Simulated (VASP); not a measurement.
Set up this calculation in VASP 6.6.1, as the native input.

- Task: single point
- Functional: LDA
- Potentials or basis: VASP PAW LDA potentials, release 64 (K_sv, Ba_sv)
- Cutoff: 520 eV
- k mesh: 3 × 3 × 3
- Occupations: methfessel-paxton, width 0.1 eV
- Spin: no spin polarisation
- Dipole correction: no
- Further INCAR settings: ALGO = Normal; EDIFF = 1e-06; NBANDS = 26

The structure of K3Ba lies in POSCAR:

```
K3Ba
1.0
    0.0000000000      4.9983903152      4.9983903152
    4.9983903152      0.0000000000      4.9983903152
    4.9983903152      4.9983903152      0.0000000000
K Ba
3 1
Direct
    0.2500000000      0.2500000000      0.2500000000
    0.7500000000      0.7500000000      0.7500000000
    0.5000000000      0.5000000000      0.5000000000
    0.0000000000      0.0000000000      0.0000000000
```

These files were run (other wordings do the same):

INCAR

```
ALGO = Normal ; EDIFF = 1E-6
ENCUT = 520 ; GGA = CA
ISIF = 2 ; ISMEAR = 1
LASPH = True ; LCHARG = False
LREAL = False ; LWAVE = False
NBANDS = 26 ; NELM = 100
PREC = Accurate ; SIGMA = 0.1
```

KPOINTS

```
k-points
0
Gamma
  3 3 3
```

Potentials or basis: VASP PAW LDA potentials, release 64 (K_sv, Ba_sv).

Command:

```sh
$ cat potpaw_LDA.64/K_sv/POTCAR potpaw_LDA.64/Ba_sv/POTCAR > POTCAR
$ mpirun -np 1 vasp_std > vasp.out
```

It gave:

| Property | Result |
| --- | --- |
| Pressure | 0.0 GPa |

Caveat: the k points lie up to 0.36 Å⁻¹ apart.

Run time: 36 s on 1 thread of Intel(R) Xeon(R) Platinum 8559C (Emerald Rapids), on a shared host, peak memory 0.29 GiB.
